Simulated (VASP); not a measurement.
Set up this calculation in VASP 6.6.1, as the native input.

| Quantity | Value |
| --- | --- |
| Task | single point |
| Functional | revPBE |
| Potentials or basis | VASP PAW PBE potentials, release 64 (Cd) |
| Cutoff | 520 eV |
| k mesh | 17 × 17 × 17 |
| Occupations | fermi-dirac, width 0.1 eV |
| Spin | no spin polarisation |
| Dipole correction | no |
| Further INCAR settings | ALGO = Normal; EDIFF = 1e-06; NBANDS = 12 |

The structure of Cd lies in POSCAR:

```
Cd
1.0
    3.0841618934      0.0000000000      0.0000000000
    0.0000000000      3.0841618934      0.0000000000
    0.0000000000      0.0000000000      3.0841618934
Cd
1
Direct
    0.0000000000      0.0000000000      0.0000000000
```

This cell differs from its parent crystal: volume scaled by 1.04.

The input as run:

INCAR

```
SYSTEM = Cd
ALGO     = Normal         ! electronic algorithm
EDIFF    = 1E-6           ! SCF threshold, eV
ENCUT    = 520            ! plane-wave cutoff, eV
GGA      = RE             ! functional
ISIF     = 2              ! what is computed and relaxed
ISMEAR   = -1             ! smearing method
LASPH    = .True.         ! aspherical terms in the spheres
LCHARG   = .True.         ! write CHGCAR
LELF     = .True.         ! ELF
LREAL    = .False.        ! projectors in reciprocal space
LVHAR    = .True.       
LWAVE    = .False.        ! write WAVECAR
NBANDS   = 12             ! bands
NELM     = 80             ! most SCF steps
PREC     = Accurate       ! precision mode
SIGMA    = 0.1            ! smearing width, eV
```

KPOINTS

```
k-points
0
Gamma
  17 17 17
  0 0 0
```

Potentials or basis: VASP PAW PBE potentials, release 64 (Cd).

Command:

```console
$ cat potpaw_PBE.64/Cd/POTCAR > POTCAR
$ mpirun -np 1 vasp_std > vasp.out
```

It gave:

```
Pressure               : -0.6 GPa
Band gap on the k mesh : zero (band 6 reaches 4.80 eV, above the bottom of band 7 at -0.37 eV)
```

Caveat: the PAW data sets were made with another functional, which shifts forces and pressure a little.

Wall time 14 s on 1 thread of Intel(R) Xeon(R) 6975P-C (Granite Rapids), on a shared host, peak memory 0.17 GiB.
